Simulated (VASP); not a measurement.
# HfN (Fm-3m) in VASP: notebook, part 2 of 2

VASP 6.6.1. Earlier steps stand in the parts before.

**5. Single point, PBEsol**

This run uses another cell than the first one, of 11.40 Å³/atom, 0.989 times its volume.

The input, INCAR:

```
  ALGO = Normal
  EDIFF = 1E-6
  ENCUT = 520
  GGA = PS
  ISIF = 2
  ISMEAR = 0
  LASPH = True
  LCHARG = True
  LELF = True
  LREAL = False
  LVHAR = True
  LWAVE = False
  NBANDS = 14
  NELM = 100
  PREC = Accurate
  SIGMA = 0.1
```

The input, KPOINTS:

```
k-points
0
Gamma
  16 16 16
```

The input, POSCAR:

```
HfN
1.0
    0.0000000000      2.2507757607      2.2507757607
    2.2507757607      0.0000000000      2.2507757607
    2.2507757607      2.2507757607      0.0000000000
Hf N
1 1
Direct
    0.5000000000      0.5000000000      0.5000000000
    0.0000000000      0.0000000000      0.0000000000
```

Potentials or basis: VASP PAW PBE potentials, release 64 (Hf_pv, N).

The run is started by

```
> cat potpaw_PBE.64/Hf_pv/POTCAR potpaw_PBE.64/N/POTCAR > POTCAR
> mpirun -np 1 vasp_std > vasp.out
```

OUTCAR:

```text
EDIFF = 1E-6
   ENCUT = 520
   GGA = PS
   ISIF = 2
   ISMEAR = 0
   LASPH = True
   LREAL = False
   NELM = 100
   PREC = Accurate

 ion  position               nearest neighbor table
   1  0.500  0.500  0.500-   2 2.25   2 2.25   2 2.25   2 2.25   2 2.25   2 2.25
   2  0.000  0.000  0.000-   1 2.25   1 2.25   1 2.25   1 2.25   1 2.25   1 2.25

  LATTYP: Found a face centered cubic cell.
 ALAT       =     4.5015515214

  Lattice vectors:

 A1 = (   0.0000000000,   2.2507757607,   2.2507757607)
 A2 = (   2.2507757607,   0.0000000000,   2.2507757607)
 A3 = (   2.2507757607,   2.2507757607,   0.0000000000)

Analysis of symmetry for initial positions (statically):
=====================================================================
 Subroutine PRICEL returns:
 Original cell was already a primitive cell.

 Routine SETGRP: Setting up the symmetry group for a
 face centered cubic supercell.

 Subroutine GETGRP returns: Found 48 space group operations
 (whereof 48 operations were pure point group operations)
 out of a pool of 48 trial point group operations.

The static configuration has the point symmetry O_h .

[... 166 lines left out ...]

 k-point     1 :       0.0000    0.0000    0.0000
  band No.  band energies     occupation
      1     -22.7219      2.00000
      2     -22.7219      2.00000
      3     -22.7219      2.00000
      4      -9.2068      2.00000
      5       5.3004      2.00000
      6       5.3004      2.00000
      7       5.3004      2.00000
      8       7.9183      2.00000
      9       7.9183      2.00000
     10       7.9183      2.00000
     11      10.2134      0.00000
     12      10.2661      0.00000
     13      10.2661      0.00000
     14      17.8608      0.00000
[... 377 lines left out ...]
      1     -22.8237      2.00000
      2     -22.7473      2.00000
      3     -22.7238      2.00000
      4      -8.9618      2.00000
      5       4.2636      2.00000
      6       4.6154      2.00000
      7       4.9361      2.00000
      8       8.0942      1.99384
      9       8.0954      1.99352
     10       8.5482      0.00023
     11      10.4028      0.00000
     12      11.2242      0.00000
     13      11.3301      0.00000
     14      18.6712      0.00000

 [... further k-points ...]
[... 5 lines left out ...]
  --------------------------------------------------------------------------------------
  -------------------------------------------------------------------------------------
  Total       -0.3110220     -0.3110220     -0.3110220     -0.0000000     -0.0000000      0.0000000
  in kB      -21.8511841    -21.8511841    -21.8511841     -0.0000000     -0.0000000      0.0000000
  external PRESSURE =     -21.8511841 kB  Pullay stress =       0.0000000 kB

 VOLUME and BASIS-vectors are now :
 -----------------------------------------------------------------------------
  energy-cutoff  :      520.00
  volume of cell :       22.80
      direct lattice vectors                 reciprocal lattice vectors
     0.000000000  2.250775761  2.250775761    -0.222145630  0.222145630  0.222145630
     2.250775761  0.000000000  2.250775761     0.222145630 -0.222145630  0.222145630
     2.250775761  2.250775761  0.000000000     0.222145630  0.222145630 -0.222145630

 POSITION                                       TOTAL-FORCE (eV/Angst)
 -----------------------------------------------------------------------------------
      2.25078      2.25078      2.25078        -0.000000     -0.000000     -0.000000
      0.00000      0.00000      0.00000         0.000000      0.000000      0.000000
 -----------------------------------------------------------------------------------
    total drift:                                0.000000     -0.000000     -0.000000

  FREE ENERGIE OF THE ION-ELECTRON SYSTEM (eV)
  ---------------------------------------------------
  free  energy   TOTEN  =       -22.9948298875 eV

  energy  without entropy=      -22.9918771966  energy(sigma->0) =      -22.99335354
```

stdout:

```text
POSCAR found type information on POSCAR HfN
 POSCAR found :  2 types and       2 ions
 scaLAPACK will be used
 -----------------------------------------------------------------------------
|                                                                             |
|                                                                             |
|     You enforced a specific xc type in the INCAR file but a different       |
|     I HOPE YOU KNOW WHAT YOU ARE DOING!                                     |
|                                                                             |
 -----------------------------------------------------------------------------

 LDA part: xc-table for (Slater+PW92), standard interpolation
 POSCAR, INCAR and KPOINTS ok, starting setup
 FFT: planning ... GRIDC
 FFT: planning ... GRID_SOFT
 FFT: planning ... GRID
 WAVECAR not read
 entering main loop
```

It took 48 s on 1 thread of Intel Xeon 6975P-C, shared host; peak memory 0.18 GiB.

What came out:

| Quantity | Value |
| --- | --- |
| Free energy | -22.9948 eV |
| Pressure | -2.2 GPa |

Levels at points of the mesh, in eV from the Fermi level:
| k point | band 4 | band 5 | band 6 | band 7 | band 8 | band 9 | band 10 | band 11 | band 12 | band 13 |
| --- | --- | --- | --- | --- | --- | --- | --- | --- | --- | --- |
| (0.00, 0.00, 0.00) | -17.49 | -2.99 | -2.99 | -2.99 | -0.37 | -0.37 | -0.37 | 1.93 | 1.98 | 1.98 |
| (0.50, 0.00, 0.00) | -14.65 | -8.96 | -6.22 | -6.22 | 3.35 | 3.78 | 3.78 | 4.47 | 9.01 | 9.01 |
| (0.50, 0.50, 0.00) | -16.38 | -5.38 | -3.88 | -3.65 | -3.65 | 4.16 | 5.64 | 5.64 | 5.75 | 8.09 |

Caveat: the PAW data sets were made with another functional, which shifts forces and pressure a little; spin-orbit coupling is left out, which moves the levels of the heavy elements.

**6. Single point, PBEsol**

This run uses another cell than the first one, of 11.40 Å³/atom, 0.989 times its volume.

The input, INCAR:

```
PREC = Accurate
ENCUT = 520
EDIFF = 1E-6
ISMEAR = 0
SIGMA = 0.1
LREAL = False
LASPH = True
NELM = 80
ALGO = Normal
ISIF = 2
LWAVE = False
LCHARG = True
GGA = PS
LELF = True
LVHAR = True
NBANDS = 14
ISYM = 0
```

The input, KPOINTS:

```
regular mesh
0
Gamma
  11 8 21
```

The input, POSCAR:

```
HfN
1.0
    3.1830776067      0.0000000000      0.0000000000
    0.0000000000      4.5015515214      0.0000000000
    1.5915388033      2.2507757607      1.5915388033
Hf N
1 1
Direct
    0.0000000000      0.5000000000      0.0000000000
    0.0000000000      0.0000000000      0.0000000000
```

Potentials or basis: VASP PAW PBE potentials, release 64 (Hf_pv, N).

The run is started by

```
> cat potpaw_PBE.64/Hf_pv/POTCAR potpaw_PBE.64/N/POTCAR > POTCAR
> mpirun -np 1 vasp_std > vasp.out
```

OUTCAR:

```text
PREC = Accurate
   ENCUT = 520
   EDIFF = 1E-6
   ISMEAR = 0
   LREAL = False
   LASPH = True
   NELM = 80
   ISIF = 2
   GGA = PS
   ISYM = 0

 ion  position               nearest neighbor table
   1  0.000  0.500  0.000-   2 2.25   2 2.25   2 2.25   2 2.25   2 2.25   2 2.25
   2  0.000  0.000  0.000-   1 2.25   1 2.25   1 2.25   1 2.25   1 2.25   1 2.25

IMPORTANT INFORMATION: All symmetrisations will be switched off!
NOSYMM: (Re-)initialisation of all symmetry stuff for point group C_1.

----------------------------------------------------------------------------------------

                                     Primitive cell

  volume of cell :      22.8048

  direct lattice vectors                    reciprocal lattice vectors
     3.183077607  0.000000000  0.000000000     0.314161363  0.000000000 -0.314161363
     0.000000000  4.501551521  0.000000000     0.000000000  0.222145630 -0.314161363
     1.591538803  2.250775761  1.591538803     0.000000000  0.000000000  0.628322726

  length of vectors
     3.183077607  4.501551521  3.183077607     0.444291261  0.384767518  0.628322726

  position of ions in fractional coordinates (direct lattice)
     0.000000000  0.500000000  0.000000000
     0.000000000  0.000000000  0.000000000

  ion indices of the primitive-cell ions
   primitive index   ion index
                 1           1
                 2           2

----------------------------------------------------------------------------------------

 KPOINTS: regular mesh

Automatic generation of k-mesh.
 Grid dimensions read from file:
 generate k-points for:   11    8   21

 Generating k-lattice:

  Cartesian coordinates                     Fractional coordinates (reciprocal lattice)
     0.028560124  0.000000000 -0.028560124     0.090909091  0.000000000  0.000000000
     0.000000000  0.027768204 -0.039270170     0.000000000  0.125000000  0.000000000
     0.000000000  0.000000000  0.029920130     0.000000000  0.000000000  0.047619048

  Length of vectors
     0.040390115  0.048095940  0.029920130

  Shift w.r.t. Gamma in fractional coordinates (k-lattice)
     0.000000000  0.000000000  0.000000000

[... 101 lines left out ...]
   LEPSILON=     F    determine dielectric tensor
   LRPA    =     F    only Hartree local field effects (RPA)
 non-spin polarized calculation
 Gauss-broadening in eV      SIGMA  =   0.10
  energy-cutoff  :      520.00
  volume of cell :       22.80
 maximum number of plane-waves:       628
   NGX = 11   NGY = 17   NGZ = 11

 number of electron      15.0000000 magnetization

 Free energy of the ion-electron system (eV)
  ---------------------------------------------------
  ext. energy  EPLUGINS =         0.00000000
  ---------------------------------------------------
  free energy    TOTEN  =       -22.98887525 eV

  energy without entropy =      -22.98532835  energy(sigma->0) =      -22.98710180

 E-fermi :   8.2946     XC(G=0): -12.9511

 val. band max:        8.2917984475   @ k =   0.0000   0.1250   0.0476
 cond. band min:       8.2974423855   @ k =  -0.0909  -0.1250   0.0952
 fundamental gap:      0.0056439380
 Fermi energy:         8.2946223914

 k-point     1 :       0.0000    0.0000    0.0000
  band No.  band energies     occupation
      1     -22.7222      2.00000
      2     -22.7209      2.00000
      3     -22.7200      2.00000
      4      -9.2066      2.00000
      5       5.2997      2.00000
      6       5.3006      2.00000
      7       5.3016      2.00000
      8       7.9178      2.00000
      9       7.9185      2.00000
     10       7.9195      2.00000
     11      10.2136      0.00000
     12      10.2659      0.00000
     13      10.2671      0.00000
     14      17.8607      0.00000
[... 377 lines left out ...]
      1     -23.5252      2.00000
      2     -22.9797      2.00000
      3     -22.9031      2.00000
      4      -7.1991      2.00000
      5       0.8158      2.00000
      6       2.5828      2.00000
      7       3.1071      2.00000
      8       7.8182      2.00000
      9      12.3955      0.00000
     10      12.6455      0.00000
     11      14.1507      0.00000
     12      14.5343      0.00000
     13      17.4834      0.00000
     14      19.2127      0.00000

 [... further k-points ...]
[... 5 lines left out ...]
  --------------------------------------------------------------------------------------
  -------------------------------------------------------------------------------------
  Total       -0.3213191     -0.2959354     -0.2960852      0.0048661      0.0348567     -0.0006652
  in kB      -22.5746179    -20.7912617    -20.8017863      0.3418715      2.4488971     -0.0467372
  external PRESSURE =     -21.3892220 kB  Pullay stress =       0.0000000 kB

 VOLUME and BASIS-vectors are now :
 -----------------------------------------------------------------------------
  energy-cutoff  :      520.00
  volume of cell :       22.80
      direct lattice vectors                 reciprocal lattice vectors
     3.183077607  0.000000000  0.000000000     0.314161363  0.000000000 -0.314161363
     0.000000000  4.501551521  0.000000000     0.000000000  0.222145630 -0.314161363
     1.591538803  2.250775761  1.591538803     0.000000000  0.000000000  0.628322726

 POSITION                                       TOTAL-FORCE (eV/Angst)
 -----------------------------------------------------------------------------------
      0.00000      2.25078      0.00000        -0.000000     -0.000000     -0.000000
      0.00000      0.00000      0.00000         0.000000      0.000000      0.000000
 -----------------------------------------------------------------------------------
    total drift:                                0.000000     -0.000000      0.000000

  FREE ENERGIE OF THE ION-ELECTRON SYSTEM (eV)
  ---------------------------------------------------
  free  energy   TOTEN  =       -22.9888752456 eV

  energy  without entropy=      -22.9853283478  energy(sigma->0) =      -22.98710180
```

OSZICAR:

```text
N       E                     dE             d eps       ncg     rms          rms(c)
DAV:   1     0.302887419549E+02    0.30289E+02   -0.79654E+03 26084   0.103E+03
DAV:   2    -0.240063022819E+02   -0.54295E+02   -0.50327E+02 33800   0.229E+02
DAV:   3    -0.257154653013E+02   -0.17092E+01   -0.17007E+01 30012   0.318E+01
DAV:   4    -0.257215934124E+02   -0.61281E-02   -0.61273E-02 31100   0.218E+00
DAV:   5    -0.257216339497E+02   -0.40537E-04   -0.40537E-04 30386   0.155E-01    0.513E+01
DAV:   6    -0.231059434398E+02    0.26157E+01   -0.72191E+00 29324   0.209E+01    0.427E+01
DAV:   7    -0.230196002819E+02    0.86343E-01   -0.44097E-01 33802   0.580E+00    0.260E+01
DAV:   8    -0.229938808980E+02    0.25719E-01   -0.10043E-01 30568   0.267E+00    0.506E+00
DAV:   9    -0.229890441321E+02    0.48368E-02   -0.13701E-02 29794   0.926E-01    0.197E+00
DAV:  10    -0.229889138074E+02    0.13032E-03   -0.10939E-03 34718   0.311E-01    0.476E-01
DAV:  11    -0.229888766483E+02    0.37159E-04   -0.82811E-05 32310   0.905E-02    0.845E-02
DAV:  12    -0.229888755175E+02    0.11308E-05   -0.75111E-06 32546   0.233E-02    0.275E-02
DAV:  13    -0.229888752456E+02    0.27187E-06   -0.16740E-07 19154   0.403E-03
   1 F= -.22988875E+02 E0= -.22987102E+02  d E =-.354690E-02
```

stdout:

```text
POSCAR found type information on POSCAR HfN
 POSCAR found :  2 types and       2 ions
 scaLAPACK will be used
 -----------------------------------------------------------------------------
|                                                                             |
|                                                                             |
[... 21 lines left out ...]
|     Results are often still useful ...                                      |
|                                                                             |
 -----------------------------------------------------------------------------

 POSCAR, INCAR and KPOINTS ok, starting setup
 FFT: planning ... GRIDC
 FFT: planning ... GRID_SOFT
 FFT: planning ... GRID
 WAVECAR not read
 entering main loop
```

Wall time 6.6 min (1 thread of Intel Xeon 6975P-C, shared host); peak memory 0.42 GiB.

Results:

- Free energy: -22.9889 eV
- Pressure: -2.1 GPa

Caveat: the PAW data sets were made with another functional, which shifts forces and pressure a little; spin-orbit coupling is left out, which moves the levels of the heavy elements.

**7. Overview**

```tsv
task	cell	k mesh	cutoff (eV)	gap on the mesh (eV)	pressure (GPa)
single point	a = 3.195 Å, angles 60.0°, 2 atoms	8 × 8 × 8	520	none	-5.0
single point	a = 3.183 Å, angles 60.0°, 2 atoms	16 × 16 × 16	520	none	-2.2
relaxation of cell and atoms	relaxed from a = 3.195 Å, angles 60.0°, 2 atoms	16 × 16 × 16	600	none	-0.1
single point	a = 3.183, b = 4.502 Å, angles 45.0, 60.0, 90.0°, 2 atoms	11 × 8 × 21	520	none	-2.1
```

Alike in all rows: level PBEsol; potentials or basis VASP PAW PBE potentials, release 64 (Hf_pv, N); no spin polarisation; smearing gaussian 0.1 eV.

Caveats: the PAW data sets were made with another functional, which shifts forces and pressure a little; spin-orbit coupling is left out, which moves the levels of the heavy elements.

Absolute energies hang on the potentials; compare differences alone.
